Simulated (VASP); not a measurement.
# ZnSn4N (P-6m2) in VASP: notebook

The runs below take ZnSn4N through single point, relaxation of cell and atoms, with PBE.

Program: VASP 6.6.1. These are calculated values, not measurements. Logs are shortened: lines on timing, memory, paths and dates and some standing lists are left out, and cuts for length are marked.

## Step 1: The cell of the first run

It takes space group P-6m2 (No. 187, hexagonal). Conventional cell: a = 3.325 Å, b = 3.325 Å, c = 13.264 Å, α = 90.00°, β = 90.00°, γ = 120.00°. Within 3.4 Å of Zn (site symmetry -6m2) lie 6 Sn at 2.51 Å and 6 Zn at 3.32 Å. Sn (site symmetry 3m) has 3 N at 2.54 Å and 7 Sn at 3.32 to 3.34 Å within 3.4 Å. Within 3.4 Å of Sn (site symmetry 3m) lie 3 Zn at 2.51 Å and 7 Sn at 3.23 to 3.32 Å. N (site symmetry -6m2) has 6 Sn at 2.54 Å and 6 N at 3.32 Å within 3.4 Å.

The cell was generated, and may not be a known phase.

## Step 2: Single point, PBE

Contents of INCAR:

```
PREC = Accurate ; ENCUT = 520
EDIFF = 1E-6 ; ISMEAR = 0
SIGMA = 0.1 ; LREAL = False
LASPH = True ; NELM = 60
ALGO = Normal ; ISIF = 2
LWAVE = False ; LCHARG = False
GGA = PE ; NBANDS = 46
```

Contents of KPOINTS:

```
Automatic mesh
0
Gamma
  6 6 2
```

Contents of POSCAR:

```
ZnSn4N
1.0
    3.3245513500      0.0000000000      0.0000000000
   -1.6622756700      2.8791459200      0.0000000000
    0.0000000000      0.0000000000     13.2644084200
Zn Sn N
1 4 1
Direct
    0.6666666700      0.3333333300      0.0000000000
    0.3333333300      0.6666666700      0.6259580300
    0.0000000000      0.0000000000      0.8781179800
    0.0000000000      0.0000000000      0.1218820200
    0.3333333300      0.6666666700      0.3740419700
    0.6666666700      0.3333333300      0.5000000000
```

Potentials or basis: VASP PAW PBE potentials, release 64 (Zn, Sn_d, N).

Command:

```sh
> cat potpaw_PBE.64/Zn/POTCAR potpaw_PBE.64/Sn_d/POTCAR potpaw_PBE.64/N/POTCAR > POTCAR
> mpirun -np 1 vasp_std > vasp.out
```

OUTCAR:

```text
PREC = Accurate
   ENCUT = 520
   EDIFF = 1E-6
   ISMEAR = 0
   LREAL = False
   LASPH = True
   NELM = 60
   ISIF = 2
   GGA = PE

 ion  position               nearest neighbor table
   1  0.667  0.333  0.000-   3 2.51   4 2.51   3 2.51   4 2.51   3 2.51   4 2.51
   2  0.333  0.667  0.626-   6 2.54   6 2.54   6 2.54   5 3.34
   3  0.000  0.000  0.878-   1 2.51   1 2.51   1 2.51   4 3.23
   4  0.000  0.000  0.122-   1 2.51   1 2.51   1 2.51   3 3.23
   5  0.333  0.667  0.374-   6 2.54   6 2.54   6 2.54   2 3.34
   6  0.667  0.333  0.500-   2 2.54   5 2.54   2 2.54   5 2.54   2 2.54   5 2.54

  LATTYP: Found a hexagonal cell.
 ALAT       =     3.3245513500
 C/A-ratio  =     3.9898341230

  Lattice vectors:

 A1 = (   3.3245513500,   0.0000000000,   0.0000000000)
 A2 = (  -1.6622756700,   2.8791459200,   0.0000000000)
 A3 = (   0.0000000000,   0.0000000000,  13.2644084200)

Analysis of symmetry for initial positions (statically):
=====================================================================
 Subroutine PRICEL returns:
 Original cell was already a primitive cell.

 Routine SETGRP: Setting up the symmetry group for a
 hexagonal supercell.

 Subroutine GETGRP returns: Found 12 space group operations
 (whereof 12 operations were pure point group operations)
 out of a pool of 24 trial point group operations.

The static configuration has the point symmetry D_3h.

Analysis of symmetry for dynamics (positions and initial velocities):
=====================================================================
 Subroutine PRICEL returns:
 Original cell was already a primitive cell.

 Routine SETGRP: Setting up the symmetry group for a
 hexagonal supercell.

 Subroutine GETGRP returns: Found 12 space group operations
 (whereof 12 operations were pure point group operations)
 out of a pool of 24 trial point group operations.

The dynamic configuration has the point symmetry D_3h.

 Subroutine INISYM returns: Found 12 space group operations
 (whereof 12 operations are pure point group operations),
 and found     1 'primitive' translations

----------------------------------------------------------------------------------------

                                     Primitive cell

  volume of cell :     126.9652

  direct lattice vectors                    reciprocal lattice vectors
     3.324551350  0.000000000  0.000000000     0.300792466  0.173662611  0.000000000
    -1.662275670  2.879145920  0.000000000     0.000000000  0.347325223  0.000000000
     0.000000000  0.000000000 13.264408420     0.000000000  0.000000000  0.075389717

  length of vectors
     3.324551350  3.324551343 13.264408420     0.347325223  0.347325223  0.075389717

  position of ions in fractional coordinates (direct lattice)
     0.666666670  0.333333330  0.000000000
     0.333333330  0.666666670  0.625958030
     0.000000000  0.000000000  0.878117980
     0.000000000  0.000000000  0.121882020
     0.333333330  0.666666670  0.374041970
     0.666666670  0.333333330  0.500000000

  ion indices of the primitive-cell ions
   primitive index   ion index
                 1           1
                 2           2
                 3           3
                 4           4
                 5           5
                 6           6

----------------------------------------------------------------------------------------

 KPOINTS: Automatic mesh

Automatic generation of k-mesh.
 Grid dimensions read from file:
 generate k-points for:    6    6    2

 Generating k-lattice:

  Cartesian coordinates                     Fractional coordinates (reciprocal lattice)
     0.050132078  0.028943769  0.000000000     0.166666667  0.000000000  0.000000000
     0.000000000  0.057887537  0.000000000     0.000000000  0.166666667  0.000000000
     0.000000000  0.000000000  0.037694859     0.000000000  0.000000000  0.500000000

  Length of vectors
     0.057887537  0.057887537  0.037694859

  Shift w.r.t. Gamma in fractional coordinates (k-lattice)
     0.000000000  0.000000000  0.000000000

 Subroutine IBZKPT returns following result:
 ===========================================

 Found     14 irreducible k-points:

 Following reciprocal coordinates:
            Coordinates               Weight
  0.000000  0.000000  0.000000      1.000000
  0.166667 -0.000000  0.000000      6.000000
  0.333333 -0.000000  0.000000      6.000000
  0.500000  0.000000  0.000000      3.000000
  0.166667  0.166667  0.000000      6.000000
  0.333333  0.166667  0.000000     12.000000
  0.333333  0.333333  0.000000      2.000000
  0.000000  0.000000  0.500000      1.000000
  0.166667 -0.000000  0.500000      6.000000
  0.333333 -0.000000  0.500000      6.000000
  0.500000  0.000000  0.500000      3.000000
  0.166667  0.166667  0.500000      6.000000
  0.333333  0.166667  0.500000     12.000000
  0.333333  0.333333  0.500000      2.000000
   k-points           NKPTS =     14   k-points in BZ     NKDIM =     14   number of bands    NBANDS=     46
   number of dos      NEDOS =    301   number of ions     NIONS =      6
   total plane-waves  NPLWV =  78400
   dimension x,y,z NGX =    28 NGY =   28 NGZ =  100
   dimension x,y,z NGXF=    56 NGYF=   56 NGZF=  200
   ions per type =               1   4   1
   NGX,Y,Z   is equivalent  to a cutoff of  14.00, 14.00, 12.53 a.u.
   NGXF,Y,Z  is equivalent  to a cutoff of  28.00, 28.00, 25.07 a.u.
 SYSTEM =  unknown system
   PREC   = accura    normal or accurate (medium, high low for compatibility)
   ISTART =      0    job   : 0-new  1-cont  2-samecut
   ICHARG =      2    charge: 1-file 2-atom 10-const
   ISPIN  =      1    spin polarized calculation?
   LNONCOLLINEAR =      F non collinear calculations
   LSORBIT =      F    spin-orbit coupling
   LASPH  =      T    aspherical Exc in radial PAW
   ENCUT  =  520.0 eV  38.22 Ry    6.18 a.u.   6.18  6.18 24.66*2*pi/ulx,y,z
   NELM   =     60;   NELMIN=  2; NELMDL= -5     # of ELM steps
   EDIFF  = 0.1E-05   stopping-criterion for ELM
   LREAL  =      F    real-space projection
   EDIFFG = 0.1E-04   stopping-criterion for IOM
   NSW    =      0    number of steps for IOM
   IBRION =     -1    ionic relax: 0-MD 1-quasi-New 2-CG
   NFREE  =      0    steps in history (QN), initial steepest desc. (CG)
   ISIF   =      2    stress and relaxation
   ISYM   =      2    0-nonsym 1-usesym 2-fastsym
   POTIM  = 0.5000    time-step for ionic-motion
   TEBEG  =    0.0;   TEEND  =   0.0 temperature during run
   PSTRESS=    0.0 pullay stress
   NELECT =      73.0000    total number of electrons
   NUPDOWN=      -1.0000    fix difference up-down
   EMIN   =  10.00;   EMAX   =-10.00  energy-range for DOS
   EFERMI =   0.00;   METHOD = LEGACY
   ISMEAR =     0;   SIGMA  =   0.10  broadening in eV -4-tet -1-fermi 0-gaus
   EFERMI_NEDOS =   21; number of points for ismear=-14 and -15
   IALGO  =     38    algorithm
   IMIX   =      4    mixing-type and parameters
     AMIX     =   0.40;   BMIX     =  1.00
     AMIX_MAG =   1.60;   BMIX_MAG =  1.00
  volume/ion in A,a.u.               =      21.16       142.80
  Fermi-wavevector in a.u.,A,eV,Ry     =   1.361301  2.572486 25.213516  1.853141
  Thomas-Fermi vector in A             =   2.487889
   LORBIT       =      0    0 simple, 1 ext, 2 COOP (PROOUT), +10 PAW based schemes
   GGA     = PE    functional components
   LHFCALC =     F    Hartree Fock is set to
   AEXX    =    0.0000 exact exchange contribution
   IVDW    =     0    specifies the selected vdW correction
   LEPSILON=     F    determine dielectric tensor
   LRPA    =     F    only Hartree local field effects (RPA)
 non-spin polarized calculation
 Gauss-broadening in eV      SIGMA  =   0.10
  energy-cutoff  :      520.00
  volume of cell :      126.97
 maximum number of plane-waves:      3444
 NGX is ok and might be reduce to    28
   NGX = 13   NGY = 13   NGZ = 49

 number of electron      73.0000015 magnetization

 Free energy of the ion-electron system (eV)
  ---------------------------------------------------
  ext. energy  EPLUGINS =         0.00000000
  ---------------------------------------------------
  free energy    TOTEN  =       -21.10989054 eV

  energy without entropy =      -21.08430368  energy(sigma->0) =      -21.09709711

 E-fermi :   7.7535     XC(G=0): -10.6224

 val. band max:        7.7433230677   @ k =   0.3333   0.1667   0.5000
 cond. band min:       7.7729171408   @ k =   0.1667   0.1667   0.0000
 fundamental gap:      0.0295940731
 Fermi energy:         7.7534580578

 k-point     1 :       0.0000    0.0000    0.0000
  band No.  band energies     occupation
      1     -14.0878      2.00000
      2     -14.0431      2.00000
      3     -14.0431      2.00000
      4     -14.0414      2.00000
      5     -14.0414      2.00000
      6     -13.9826      2.00000
[... 38 lines left out ...]
     45      15.4882      0.00000
     46      15.4882      0.00000

 k-point     2 :       0.1667   -0.0000    0.0000
  band No.  band energies     occupation
      1     -14.0768      2.00000
      2     -14.0521      2.00000
      3     -14.0416      2.00000
      4     -14.0069      2.00000
      5     -14.0039      2.00000
      6     -13.9836      2.00000
[... 38 lines left out ...]
     45      14.3693      0.00000
     46      14.3926      0.00000

 k-point     3 :       0.3333   -0.0000    0.0000
  band No.  band energies     occupation
      1     -14.1081      2.00000
      2     -14.0771      2.00000
      3     -14.0398      2.00000
      4     -14.0067      2.00000
      5     -13.9888      2.00000
      6     -13.9866      2.00000
[... 38 lines left out ...]
     45      12.8468      0.00000
     46      13.3421      0.00000

 k-point     4 :       0.5000    0.0000    0.0000
  band No.  band energies     occupation
      1     -14.1281      2.00000
      2     -14.0906      2.00000
      3     -14.0596      2.00000
      4     -14.0232      2.00000
      5     -14.0034      2.00000
      6     -13.9955      2.00000
[... 430 lines left out ...]
     45      12.7204      0.00000
     46      13.8125      0.00000

 k-point    13 :       0.3333    0.1667    0.5000
  band No.  band energies     occupation
      1     -14.0902      2.00000
      2     -14.0487      2.00000
      3     -14.0358      2.00000
      4     -14.0040      2.00000
      5     -13.9843      2.00000
      6     -13.9774      2.00000
[... 38 lines left out ...]
     45      12.3029      0.00000
     46      12.3782      0.00000

 k-point    14 :       0.3333    0.3333    0.5000
  band No.  band energies     occupation
      1     -14.0639      2.00000
      2     -14.0316      2.00000
      3     -14.0001      2.00000
      4     -13.9939      2.00000
      5     -13.9806      2.00000
      6     -13.9513      2.00000
[... 38 lines left out ...]
     45      11.8507      0.00000
     46      12.6165      0.00000

------------------------ aborting loop because EDIFF is reached ----------------------------------------

  FORCE on cell =-STRESS in cart. coord.  units (eV):
  Direction    XX          YY          ZZ          XY          YZ          ZX
  --------------------------------------------------------------------------------------
  -------------------------------------------------------------------------------------
  Total        9.0878192      9.0878192      4.5485067      0.0000000      0.0000000      0.0000000
  in kB      114.6794640    114.6794636     57.3977424      0.0000002      0.0000000      0.0000000
  external PRESSURE =      95.5855567 kB  Pullay stress =       0.0000000 kB

 VOLUME and BASIS-vectors are now :
 -----------------------------------------------------------------------------
  energy-cutoff  :      520.00
  volume of cell :      126.97
      direct lattice vectors                 reciprocal lattice vectors
     3.324551350  0.000000000  0.000000000     0.300792466  0.173662611  0.000000000
    -1.662275670  2.879145920  0.000000000     0.000000000  0.347325223  0.000000000
     0.000000000  0.000000000 13.264408420     0.000000000  0.000000000  0.075389717

 POSITION                                       TOTAL-FORCE (eV/Angst)
 -----------------------------------------------------------------------------------
      1.66228      0.95972      0.00000         0.000000     -0.000000      0.000000
     -0.00000      1.91943      8.30296        -0.000000      0.000000     -1.470880
      0.00000      0.00000     11.64772         0.000000     -0.000000     -3.278907
      0.00000      0.00000      1.61669         0.000000     -0.000000      3.278907
     -0.00000      1.91943      4.96145        -0.000000      0.000000      1.470880
      1.66228      0.95972      6.63220         0.000000     -0.000000      0.000000
 -----------------------------------------------------------------------------------
    total drift:                               -0.000000     -0.000000     -0.000000

  FREE ENERGIE OF THE ION-ELECTRON SYSTEM (eV)
  ---------------------------------------------------
  free  energy   TOTEN  =       -21.1098905386 eV

  energy  without entropy=      -21.0843036842  energy(sigma->0) =      -21.09709711
```

Wall time 3.6 min (1 thread of Intel Xeon 8259CL, shared host); peak memory 0.3 GiB.

What came out:

```yaml
Free_energy: -21.1099 eV
Pressure: 9.6 GPa
Largest_force: 3.279 eV/Å
Band_gap_on_the_k_mesh: zero (an odd number of electrons rules out a gap without spin polarisation)
```

Forces on the atoms (eV/Å):
```
Zn   0.000  0.000  0.000
Sn   0.000  0.000 -1.471
Sn   0.000  0.000 -3.279
Sn   0.000  0.000  3.279
Sn   0.000  0.000  1.471
N    0.000  0.000  0.000
```

Caveat: the k points lie up to 0.36 Å⁻¹ apart, too coarse for converged energies and pressures of a metal; spin-orbit coupling is left out, which moves the levels of the heavy elements; forces of over 1 eV/Å act on the atoms, so gaps and moduli don't describe the material at rest.

(Part 1 of 2 ends here.)

The gap in the log of VASP goes by the Fermi energy; the results here count the filled bands.